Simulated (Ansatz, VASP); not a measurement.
## One calculation of SiC, two programs

File INCAR:

```
PREC = Accurate
ENCUT = 520
EDIFF = 1E-8
ISMEAR = -1
SIGMA = 0.08
LREAL = False
LASPH = True
NELM = 80
ALGO = Normal
ISIF = 2
LWAVE = False
LCHARG = False
GGA = PE
LEFG = True
NBANDS = 16
```

File KPOINTS:

```
Automatic mesh
0
Gamma
  15 15 8
```

The input POSCAR:

```
SiC
1.0
    3.0657105101      0.0000000000      0.0000000000
   -1.5328552551      2.6549831825      0.0000000000
    0.0000000000      0.0000000000      5.0311169308
Si C
2 2
Direct
    0.3333333333      0.6666666667      0.0000000000
    0.6666666667      0.3333333333      0.5000000000
    0.3333333333      0.6666666667      0.3850000000
    0.6666666667      0.3333333333      0.8850000000
```

Input for Ansatz:

```yaml
crystal:
  lattice:
    - [3.0657105101, 0.0, 0.0]
    - [-1.5328552551, 2.6549831825, 0.0]
    - [0.0, 0.0, 5.0311169308]
  atoms:
    - { symbol: Si, position: [0.3333333333, 0.6666666667, 0.0] }
    - { symbol: Si, position: [0.6666666667, 0.3333333333, 0.5] }
    - { symbol: C, position: [0.3333333333, 0.6666666667, 0.385] }
    - { symbol: C, position: [0.6666666667, 0.3333333333, 0.885] }
kpoints:
  mp_grid: { grid: [15, 15, 8] }
scf:
  occupations: { method: fermi_dirac, width: 0.08 }
hamiltonian:
  xc: pbe
  pseudopotentials: { kind: all_electron, datasets: crystal }
output:
  forces: true
  stress: true
  eigenvalues: true
  efg: { contact_densities: true }
```

Change from the starting cell: volume scaled by 0.99, crystal datasets.

Alike in both runs: task electric field gradients; functional PBE; k mesh 15 × 15 × 8; occupations fermi-dirac, width 0.08 eV; no spin polarisation.

|  | VASP | Ansatz |
| --- | --- | --- |
| version | VASP 6.6.1 | Ansatz 0.2.0 |
| potentials or method | VASP PAW PBE potentials, release 64 (Si, C), cutoff 520 eV | all-electron PAW with datasets made for the crystal, scalar-relativistic |

|  | VASP | Ansatz | Ansatz less VASP |
| --- | --- | --- | --- |
| pressure (GPa) | 6.0 | 6.0 | +0.07 |
| traceless stress, the component that is largest in VASP (GPa) | -3.51 | -3.50 | +0.011 |
| rms of the force components (eV/Å) | 0.444 | 0.444 | -0.0002 |
| size of Vzz on the site where it differs most (V/Å²) | 17.6 | 16.6 | -0.93 |

Atom by atom the forces differ by 0.000 eV/Å (rms over components). Ansatz ran all-electron here, and VASP with PAW potentials.
